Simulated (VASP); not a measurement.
Crystal: In4Ru.

```xyz
5
Lattice="-3.0889 3.0889 3.0889 3.0889 -3.0889 3.0889 3.0889 3.0889 -3.0889" Properties=species:S:1:pos:R:3 pbc="T T T"
In    1.5444    1.5444   -1.5444
In    1.5444   -1.5444    1.5444
In   -1.5444    1.5444    1.5444
In    1.5444    1.5444    1.5444
Ru    0.0000    0.0000    0.0000
```

The cell was built from a structure type or drawn by symmetry, and may not be a known phase.

| Property | Result |
| --- | --- |
| Program | VASP 6.6.1 |
| Task | relaxation of cell and atoms |
| Functional | PBE |
| Potentials or basis | VASP PAW PBE potentials, release 64 (In_d, Ru_pv) |
| Cutoff | 600 eV |
| k mesh | 4 × 4 × 4 |
| Occupations | gaussian, width 0.2 eV |
| Spin | no spin polarisation |

At the start: pressure 4.1 GPa; volume 23.58 Å³/atom.

Question: How do energy, volume and symmetry change on relaxing?

Answer: Over 3 steps the energy falls by 14.5 meV/atom and the volume is 24.80 Å³/atom (+5.2 %); space group Im-3m (No. 229, to 0.1 Å) before and after.

The path:
```
step  energy change (eV)  largest force (eV/Å)  pressure (GPa)  volume (Å³)
   1              0.0000                0.0000            4.09       117.89
   2             -0.0360                0.0000           -3.01       128.46
   3             -0.0726                0.0000           -0.08       124.01
```

Final structure:
```
CELL_PARAMETERS angstrom
-3.14143 3.14143 3.14143
3.14143 -3.14143 3.14143
3.14143 3.14143 -3.14143
ATOMIC_POSITIONS crystal
In 0.00000 0.00000 0.50000
In 0.00000 0.50000 0.00000
In 0.50000 0.00000 0.00000
In 0.50000 0.50000 0.50000
Ru 0.00000 0.00000 0.00000
```
